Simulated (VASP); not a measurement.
Wanted: the native input for a VASP 6.6.1 run.

| Item | Value |
| --- | --- |
| Task | molecular dynamics |
| Functional | PBE |
| Dispersion | D3(BJ) |
| Potentials or basis | VASP PAW PBE potentials, release 64 (O, H, N) |
| Cutoff | 520 eV |
| k mesh | 1 × 1 × 1 |
| Occupations | fermi-dirac, width 0.02 eV |
| Spin | no spin polarisation |
| Dipole correction | no |
| Further INCAR settings | LREAL = Auto; ALGO = Normal; EDIFF = 1e-05; ISYM = 0; IBRION = 0; POTIM = 0.5; NSW = 40 |

The structure of H15NO6 lies in POSCAR:

```
H15NO6
1.0
    5.8196320000      0.0000000000      0.0000000000
    0.0000000000      5.8196320000      0.0000000000
    0.0000000000      0.0000000000      5.8196320000
O H N
6 15 1
Direct
    0.9338779900      0.4743545000      0.0425496600
    0.3927240000      0.1792570900      0.2651127800
    0.6560964300      0.5880415800      0.3337797500
    0.1095582200      0.2217134000      0.6724723900
    0.7068473900      0.9535751400      0.6697368100
    0.4108030700      0.7483774300     -0.0119687900
    0.9505205300      0.3112542100      0.0966648900
    0.8698026200      0.5086432200      0.2088655500
    0.4761971100      0.3380955300      0.2990453000
    0.2467863300      0.1965527500      0.3517289400
    0.5310680400      0.6474474400      0.2143765800
    0.6372474500      0.6697006200      0.4817938000
    0.0976160900      0.3815241000      0.7197185600
   -0.0464064600      0.1584684800      0.6935456600
    0.6221636300      0.9031959000      0.8106248700
    0.6113821900      1.0340005800      0.5637886700
    0.3071990400      0.8746736900      0.0064335400
    0.3189924200      0.6738129500     -0.1422866100
   -0.0193742000      0.7503085300      0.5133170900
    0.2201496600      0.8887572500      0.5908878500
    0.2318021100      0.7774369900      0.3501907600
    0.1650633200      0.7353805200      0.5119696700
```

The input as run:

INCAR

```
SYSTEM = H15NO6
PREC     = Accurate       ! precision mode
ENCUT    = 520            ! plane-wave cutoff, eV
EDIFF    = 1E-5           ! SCF threshold, eV
ISMEAR   = -1             ! smearing method
SIGMA    = 0.02           ! smearing width, eV
LREAL    = Auto         
LASPH    = .True.         ! aspherical terms in the spheres
NELM     = 100            ! most SCF steps
ALGO     = Normal         ! electronic algorithm
ISIF     = 2              ! what is computed and relaxed
LWAVE    = .False.        ! write WAVECAR
LCHARG   = .False.        ! write CHGCAR
GGA      = PE             ! functional
IVDW     = 12             ! dispersion correction
IBRION   = 0              ! ionic algorithm
NSW      = 40             ! ionic steps
POTIM    = 0.5            ! step
TEBEG    = 700.0        
TEEND    = 700.0        
ISYM     = 0            
NELMIN   = 4            
RANDOM_SEED= 244106 0 0   
MDALGO   = 2            
SMASS    = 0
```

KPOINTS

```
Automatic mesh
0
Gamma
  1 1 1
  0 0 0
```

Potentials or basis: VASP PAW PBE potentials, release 64 (O, H, N).

Launch:

```bash
$ cat potpaw_PBE.64/O/POTCAR potpaw_PBE.64/H/POTCAR potpaw_PBE.64/N/POTCAR > POTCAR
$ mpirun -np 1 vasp_gam > vasp.out
```

It gave:

* Dispersion energy per atom: -0.039 eV

Caveat: the k points lie up to 1.08 Å⁻¹ apart.

Run time: 8.6 min on 1 thread of AMD EPYC 7R13 Processor (Zen 3) (shared host), peak memory 0.33 GiB.
